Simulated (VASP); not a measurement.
# Re (Fd-3m) in VASP: notebook

Re is run at these levels: RPBE; tasks: single point, relaxation of cell and atoms.

Everything below comes from runs of VASP 6.6.1. Logs are shortened: lines on timing, memory, paths and dates and some standing lists are left out, and cuts for length are marked.

**1. The cell of the first run**

Symmetry: Fd-3m, No. 227, cubic system. The conventional cell has a = 5.825 Å, b = 5.825 Å, c = 5.825 Å, α = 90.00°, β = 90.00°, γ = 90.00°. Re (site symmetry -43m) has 4 Re at 2.52 Å within 3.3 Å.

This isn't the form of Re at room conditions, which is hcp.

**2. Single point, RPBE (24.71 Å³/atom)**

File INCAR:

```
ALGO = Normal
EDIFF = 1E-6
ENCUT = 520
GGA = RP
ISIF = 2
ISMEAR = -1
LASPH = T
LCHARG = T
LELF = T
LREAL = F
LVHAR = T
LWAVE = F
NBANDS = 14
NELM = 100
PREC = Accurate
SIGMA = 0.1
```

File KPOINTS:

```
k-points
0
Gamma
  11 11 11
```

File POSCAR:

```
Re
1.0
    0.0000000000      2.9126373527      2.9126373527
    2.9126373527      0.0000000000      2.9126373527
    2.9126373527      2.9126373527      0.0000000000
Re
2
Direct
    0.1250000000      0.1250000000      0.1250000000
    0.8750000000      0.8750000000      0.8750000000
```

Potentials or basis: VASP PAW PBE potentials, release 64 (Re).

Launch:

```bash
cat potpaw_PBE.64/Re/POTCAR > POTCAR
mpirun -np 1 vasp_std > vasp.out
```

OUTCAR:

```text
EDIFF = 1E-6
   ENCUT = 520
   GGA = RP
   ISIF = 2
   ISMEAR = -1
   LASPH = T
   LREAL = F
   NELM = 100
   PREC = Accurate

 ion  position               nearest neighbor table
   1  0.125  0.125  0.125-   2 2.52   2 2.52   2 2.52   2 2.52
   2  0.875  0.875  0.875-   1 2.52   1 2.52   1 2.52   1 2.52

  LATTYP: Found a face centered cubic cell.
 ALAT       =     5.8252747054

  Lattice vectors:

 A1 = (   0.0000000000,   2.9126373527,   2.9126373527)
 A2 = (   2.9126373527,   0.0000000000,   2.9126373527)
 A3 = (   2.9126373527,   2.9126373527,   0.0000000000)

Analysis of symmetry for initial positions (statically):
=====================================================================
 Subroutine PRICEL returns:
 Original cell was already a primitive cell.

 Routine SETGRP: Setting up the symmetry group for a
 face centered cubic supercell.

 Subroutine GETGRP returns: Found 48 space group operations
 (whereof 12 operations were pure point group operations)
 out of a pool of 48 trial point group operations.

The static configuration has the point symmetry D_3d.
 The point group associated with its full space group is O_h .

Analysis of symmetry for dynamics (positions and initial velocities):
=====================================================================
 Subroutine PRICEL returns:
 Original cell was already a primitive cell.

 Routine SETGRP: Setting up the symmetry group for a
 face centered cubic supercell.

 Subroutine GETGRP returns: Found 48 space group operations
 (whereof 12 operations were pure point group operations)
 out of a pool of 48 trial point group operations.

The dynamic configuration has the point symmetry D_3d.
 The point group associated with its full space group is O_h .

 Subroutine INISYM returns: Found 48 space group operations
 (whereof 12 operations are pure point group operations),
 and found     1 'primitive' translations

----------------------------------------------------------------------------------------

                                     Primitive cell

  volume of cell :      49.4185

  direct lattice vectors                    reciprocal lattice vectors
     0.000000000  2.912637353  2.912637353    -0.171665724  0.171665724  0.171665724
     2.912637353  0.000000000  2.912637353     0.171665724 -0.171665724  0.171665724
     2.912637353  2.912637353  0.000000000     0.171665724  0.171665724 -0.171665724

  length of vectors
[... 90 lines left out ...]
   POTIM  = 0.5000    time-step for ionic-motion
   TEBEG  =    0.0;   TEEND  =   0.0 temperature during run
   PSTRESS=    0.0 pullay stress
   NELECT =      14.0000    total number of electrons
   NUPDOWN=      -1.0000    fix difference up-down
   EMIN   =  10.00;   EMAX   =-10.00  energy-range for DOS
   EFERMI =   0.00;   METHOD = LEGACY
   ISMEAR =    -1;   SIGMA  =   0.10  broadening in eV -4-tet -1-fermi 0-gaus
   EFERMI_NEDOS =   21; number of points for ismear=-14 and -15
   IALGO  =     38    algorithm
   IMIX   =      4    mixing-type and parameters
     AMIX     =   0.40;   BMIX     =  1.00
     AMIX_MAG =   1.60;   BMIX_MAG =  1.00
  volume/ion in A,a.u.               =      24.71       166.75
  Fermi-wavevector in a.u.,A,eV,Ry     =   1.075196  2.031826 15.728976  1.156047
  Thomas-Fermi vector in A             =   2.211046
   LORBIT       =      0    0 simple, 1 ext, 2 COOP (PROOUT), +10 PAW based schemes
   GGA     = RP    functional components
   LHFCALC =     F    Hartree Fock is set to
   AEXX    =    0.0000 exact exchange contribution
   IVDW    =     0    specifies the selected vdW correction
   LEPSILON=     F    determine dielectric tensor
   LRPA    =     F    only Hartree local field effects (RPA)
 non-spin polarized calculation
  energy-cutoff  :      520.00
  volume of cell :       49.42
 maximum number of plane-waves:      1363
   NGX = 15   NGY = 15   NGZ = 15

 number of electron      14.0000000 magnetization

 Free energy of the ion-electron system (eV)
  ---------------------------------------------------
  ext. energy  EPLUGINS =         0.00000000
  ---------------------------------------------------
  free energy    TOTEN  =       -20.50490899 eV

  energy without entropy =      -20.45666606  energy(sigma->0) =      -20.48078753

 E-fermi :   2.7911     XC(G=0): -10.4734

 val. band max:        2.7729785527   @ k =  -0.3636   0.2727   0.0909
 cond. band min:       2.8132248403   @ k =  -0.4545   0.4545   0.0000
 fundamental gap:      0.0402462875
 Fermi energy:         2.7911147026

 k-point     1 :       0.0000    0.0000    0.0000
  band No.  band energies     occupation
      1      -3.5939      2.00000
      2       0.1719      2.00000
      3       0.1719      2.00000
      4       0.7023      2.00000
      5       0.7023      2.00000
      6       0.7023      2.00000
      7       3.3651      0.00641
      8       3.3651      0.00641
      9       3.3651      0.00641
     10       6.3358      0.00000
     11       6.3358      0.00000
     12      13.5793      0.00000
     13      13.6282      0.00000
     14      15.1881      0.00000
[... 377 lines left out ...]
      1      -2.2696      2.00000
      2      -0.2621      2.00000
      3       0.2579      2.00000
      4       0.4238      2.00000
      5       0.8301      2.00000
      6       1.6344      1.99998
      7       2.4735      1.91985
      8       2.9547      0.32609
      9       3.9683      0.00002
     10       5.4412      0.00000
     11       6.5729      0.00000
     12       9.8800      0.00000
     13      10.5031      0.00000
     14      13.3155      0.00000

 [... further k-points ...]

------------------------ aborting loop because EDIFF is reached ----------------------------------------

  FORCE on cell =-STRESS in cart. coord.  units (eV):
  Direction    XX          YY          ZZ          XY          YZ          ZX
  --------------------------------------------------------------------------------------
  -------------------------------------------------------------------------------------
  Total       -3.8075337     -3.8075337     -3.8075337      0.0000000      0.0000000     -0.0000000
  in kB     -123.4426104   -123.4426104   -123.4426104      0.0000000      0.0000000     -0.0000000
  external PRESSURE =    -123.4426104 kB  Pullay stress =       0.0000000 kB

 VOLUME and BASIS-vectors are now :
 -----------------------------------------------------------------------------
  energy-cutoff  :      520.00
  volume of cell :       49.42
      direct lattice vectors                 reciprocal lattice vectors
     0.000000000  2.912637353  2.912637353    -0.171665724  0.171665724  0.171665724
     2.912637353  0.000000000  2.912637353     0.171665724 -0.171665724  0.171665724
     2.912637353  2.912637353  0.000000000     0.171665724  0.171665724 -0.171665724

 POSITION                                       TOTAL-FORCE (eV/Angst)
 -----------------------------------------------------------------------------------
      0.72816      0.72816      0.72816        -0.000000     -0.000000     -0.000000
      5.09712      5.09712      5.09712         0.000000      0.000000      0.000000
 -----------------------------------------------------------------------------------
    total drift:                                0.000000      0.000000     -0.000000

  FREE ENERGIE OF THE ION-ELECTRON SYSTEM (eV)
  ---------------------------------------------------
  free  energy   TOTEN  =       -20.5049089895 eV

  energy  without entropy=      -20.4566660605  energy(sigma->0) =      -20.48078753
```

OSZICAR:

```text
N       E                     dE             d eps       ncg     rms          rms(c)
DAV:   1     0.236182533204E+02    0.23618E+02   -0.61381E+03  3112   0.111E+03
DAV:   2    -0.196665938820E+02   -0.43285E+02   -0.36810E+02  2648   0.221E+02
DAV:   3    -0.211024028161E+02   -0.14358E+01   -0.13837E+01  2596   0.473E+01
DAV:   4    -0.211266596593E+02   -0.24257E-01   -0.24096E-01  2460   0.583E+00
DAV:   5    -0.211273942428E+02   -0.73458E-03   -0.73444E-03  2468   0.158E+00    0.230E+01
DAV:   6    -0.206551649784E+02    0.47223E+00   -0.55383E-01  2760   0.170E+01    0.968E+00
DAV:   7    -0.205149351724E+02    0.14023E+00   -0.27847E-01  2810   0.118E+01    0.715E-01
DAV:   8    -0.205046984539E+02    0.10237E-01   -0.17677E-02  2584   0.127E+00    0.132E-01
DAV:   9    -0.205048665265E+02   -0.16807E-03   -0.46883E-04  2710   0.389E-01    0.749E-02
DAV:  10    -0.205049015837E+02   -0.35057E-04   -0.27257E-05  2480   0.990E-02    0.272E-02
DAV:  11    -0.205049089431E+02   -0.73594E-05   -0.80419E-06  2508   0.847E-02    0.929E-03
DAV:  12    -0.205049089895E+02   -0.46435E-07   -0.17017E-07  1138   0.157E-02
   1 F= -.20504909E+02 E0= -.20480788E+02  d E =-.482429E-01
```

stdout:

```text
POSCAR found type information on POSCAR Re
 POSCAR found :  1 types and       2 ions
 scaLAPACK will be used
 -----------------------------------------------------------------------------
|                                                                             |
|                                                                             |
|     You enforced a specific xc type in the INCAR file but a different       |
|     I HOPE YOU KNOW WHAT YOU ARE DOING!                                     |
|                                                                             |
 -----------------------------------------------------------------------------

 LDA part: xc-table for (Slater+PW92), standard interpolation
 POSCAR, INCAR and KPOINTS ok, starting setup
 FFT: planning ... GRIDC
 FFT: planning ... GRID_SOFT
 FFT: planning ... GRID
 WAVECAR not read
 entering main loop
```

Wall time 36 s (1 thread of Intel Xeon 8259CL, shared host); peak memory 0.19 GiB.

What came out:

```yaml
Free_energy: -20.5049 eV
Pressure: -12.3 GPa
Band_gap_on_the_k_mesh: zero (bands 7 and 8 overlap by 1.03 eV)
```

Levels at points of the mesh, in eV from the Fermi level:
| k point | band 4 | band 5 | band 6 | band 7 | band 8 | band 9 | band 10 | band 11 |
| --- | --- | --- | --- | --- | --- | --- | --- | --- |
| (0.00, 0.00, 0.00) | -2.09 | -2.09 | -2.09 | 0.57 | 0.57 | 0.57 | 3.54 | 3.54 |

Caveat: the cell stands under tension; the PAW data sets were made with another functional, which shifts forces and pressure a little; spin-orbit coupling is left out, which moves the levels of the heavy elements.

(Part 1 of 2 ends here.)

The gap in the log of VASP goes by the Fermi energy; the results here count the filled bands.